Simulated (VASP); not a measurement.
Input of a VASP 6.6.1 run:

Contents of POSCAR:

```
Ge3Br
1.0
    6.2306076215      0.0000000000      0.0000000000
   -3.1153038108      5.3958644812      0.0000000000
    0.0000000000      0.0000000000      5.0010239511
Ge Br
6 2
Direct
    0.8330000000      0.6660000000      0.2500000000
    0.1670000000      0.8330000000      0.7500000000
    0.3340000000      0.1670000000      0.2500000000
    0.1670000000      0.3340000000      0.7500000000
    0.8330000000      0.1670000000      0.2500000000
    0.6660000000      0.8330000000      0.7500000000
    0.3333333333      0.6666666667      0.2500000000
    0.6666666667      0.3333333333      0.7500000000
```

Contents of INCAR.step1:

```
SYSTEM = Ge3Br
  ALGO = Normal
  EDIFF = 1E-4
  ENCUT = 520
  GGA = PE
  ISMEAR = 0
  LASPH = .TRUE.
  LCHARG = .FALSE.
  LREAL = .FALSE.
  LWAVE = .TRUE.
  NBANDS = 59
  NELM = 80
  PREC = Accurate
  SIGMA = 0.1
```

The input INCAR.step2:

```
SYSTEM = Ge3Br
  ALGO = Normal
  EDIFF = 1E-7
  ENCUT = 520
  ISIF = 2
  ISMEAR = 0
  ISTART = 1
  LASPH = .TRUE.
  LCHARG = .TRUE.
  LELF = .TRUE.
  LMIXTAU = .TRUE.
  LREAL = .FALSE.
  LVHAR = .TRUE.
  LWAVE = .FALSE.
  METAGGA = R2SCAN
  NBANDS = 59
  NELM = 80
  PREC = Accurate
  SIGMA = 0.1
```

File KPOINTS:

```
k-points
0
G
  3 3 4
  0 0 0
```

Potentials or basis: VASP PAW PBE potentials, release 64 (Ge_d, Br).

Command:

```console
$ cat potpaw_PBE.64/Ge_d/POTCAR potpaw_PBE.64/Br/POTCAR > POTCAR
$ cp INCAR.step1 INCAR
$ mpirun -np 1 vasp_std > vasp.out
$ cp INCAR.step2 INCAR
$ mpirun -np 1 vasp_std > vasp.out
```

Q: Predict the band gap on the k mesh.

A: Zero (bands 49 and 50 overlap by 1.31 eV).

Q: Predict the pressure.

A: 1.8 GPa.

Q: Estimate the largest force.

A: 0.285 eV/Å.

Forces in eV/Å, atoms in the order of the input:
```
Ge   0.000  0.285  0.000
Ge  -0.247  0.142  0.000
Ge  -0.247 -0.142  0.000
Ge   0.000 -0.285  0.000
Ge   0.247 -0.142  0.000
Ge   0.247  0.142  0.000
Br   0.000  0.000  0.000
Br   0.000  0.000  0.000
```

Caveat: the k points lie up to 0.39 Å⁻¹ apart, too coarse for converged energies and pressures of a metal; the PAW data sets were made with another functional, which shifts forces and pressure a little.
